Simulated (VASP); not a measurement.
Wanted: the native input for a VASP 6.6.1 run.

```
Task                   : relaxation of cell and atoms
Functional             : PBE
Potentials or basis    : VASP PAW PBE potentials, release 64 (Nb_sv, Si)
Cutoff                 : 600 eV
k mesh                 : 4 × 4 × 4
Occupations            : gaussian, width 0.1 eV
Spin                   : no spin polarisation
Dipole correction      : no
Further INCAR settings : ALGO = Normal; EDIFF = 1e-06; IBRION = 2; EDIFFG = -0.04; NSW = 90; ISIF = 3
```

The structure of Nb4Si lies in POSCAR:

```
Nb4Si
1.0
    4.4119203000      0.0000000000      0.0000000000
    0.0000000000      4.4119203000      0.0000000000
    0.0000000000      0.0000000000      4.4119203000
Nb Si
4 1
Direct
    0.5000000000      0.0000000000      0.0000000000
    0.0000000000      0.5000000000      0.0000000000
    0.0000000000      0.0000000000      0.5000000000
    0.5000000000      0.5000000000      0.5000000000
    0.0000000000      0.0000000000      0.0000000000
```

The cell was generated, and may not be a known phase.

The input as run:

INCAR

```
PREC     = Accurate       # precision mode
ENCUT    = 600            # plane-wave cutoff, eV
EDIFF    = 1E-6           # SCF threshold, eV
ISMEAR   = 0              # smearing method
SIGMA    = 0.1            # smearing width, eV
LREAL    = False          # projectors in reciprocal space
LASPH    = True           # aspherical terms in the spheres
NELM     = 60             # most SCF steps
ALGO     = Normal         # electronic algorithm
ISIF     = 3              # what is computed and relaxed
LWAVE    = False          # write WAVECAR
LCHARG   = False          # write CHGCAR
GGA      = PE             # functional
IBRION   = 2              # ionic algorithm
NSW      = 90             # ionic steps
EDIFFG   = -0.04          # ionic threshold
```

KPOINTS

```
Automatic mesh
0
Gamma
  4 4 4
```

Potentials or basis: VASP PAW PBE potentials, release 64 (Nb_sv, Si).

Run with:

```console
$ cat potpaw_PBE.64/Nb_sv/POTCAR potpaw_PBE.64/Si/POTCAR > POTCAR
$ mpirun -np 1 vasp_std > vasp.out
```

Results of the run:

- Relaxed volume: 20.20 Å³/atom
- Relaxed cell: a = 4.657 Å, b = 4.657 Å, c = 4.657 Å, α = 90.00°, β = 90.00°, γ = 90.00°
- Space group after relaxing (to 0.1 Å): Pm-3m (No. 221)
- Energy gained by relaxing: 252.8 meV/atom
- Ionic steps: 4
- Pressure after relaxing: -0.3 GPa
- Band gap on the k mesh: zero (bands 28 and 29 overlap by 0.60 eV)

Caveat: the volume moved by over 15 % at a fixed basis, so the end points are rough.

It took 84 s on 1 thread of Intel(R) Xeon(R) Platinum 8559C (Emerald Rapids) (shared host), peak memory 0.21 GiB.
